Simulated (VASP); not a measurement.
Here is a VASP 6.6.1 calculation.

INCAR

```
PREC     = Accurate       # precision mode
ENCUT    = 600            # plane-wave cutoff, eV
EDIFF    = 1E-7           # SCF threshold, eV
ISMEAR   = 0              # smearing method
SIGMA    = 0.1            # smearing width, eV
LREAL    = False          # projectors in reciprocal space
LASPH    = True           # aspherical terms in the spheres
NELM     = 100            # most SCF steps
ALGO     = Normal         # electronic algorithm
ISIF     = 3              # what is computed and relaxed
LWAVE    = False          # write WAVECAR
LCHARG   = False          # write CHGCAR
GGA      = PE             # functional
IBRION   = 2              # ionic algorithm
NSW      = 90             # ionic steps
EDIFFG   = -0.04          # ionic threshold
```

The input KPOINTS:

```
regular mesh
0
Gamma
  6 6 4
```

POSCAR

```
SiC
1.0
    3.0759982300      0.0000000000      0.0000000000
   -1.5379991200      2.6638926100      0.0000000000
    0.0000000000      0.0000000000      5.0479998600
Si C
2 2
Direct
    0.3333333300      0.6666666700      0.0000000000
    0.6666666700      0.3333333300      0.5000000000
    0.3333333300      0.6666666700      0.3849999900
    0.6666666700      0.3333333300      0.8849999900
```

Potentials or basis: VASP PAW PBE potentials, release 64 (Si, C).

Command:

```bash
$ cat potpaw_PBE.64/Si/POTCAR potpaw_PBE.64/C/POTCAR > POTCAR
$ mpirun -np 1 vasp_std > vasp.out
```

Task: Estimate the relaxed cell.

Result: a = 3.090 Å, b = 3.090 Å, c = 5.074 Å, α = 90.00°, β = 90.00°, γ = 120.00°.

Task: What does it give for the relaxed volume?

Result: 10.49 Å³/atom.

Task: Estimate the space group after relaxing (to 0.05 Å).

Result: P6_3mc (No. 186).

Task: Estimate the band gap on the k mesh.

Result: 2.29 eV, indirect (least direct gap 3.94 eV).

Final structure:
```xyz
4
Lattice="3.0904 0.0000 0.0000 -1.5452 2.6764 0.0000 0.0000 0.0000 5.0736" Properties=species:S:1:pos:R:3 pbc="T T T"
Si    0.0000    1.7843    0.0238
Si    1.5452    0.8921    2.5607
C     0.0000    1.7843    1.9295
C     1.5452    0.8921    4.4663
```

A k mesh can miss the band edges. PBE usually gives volumes a little too large and moduli too small.
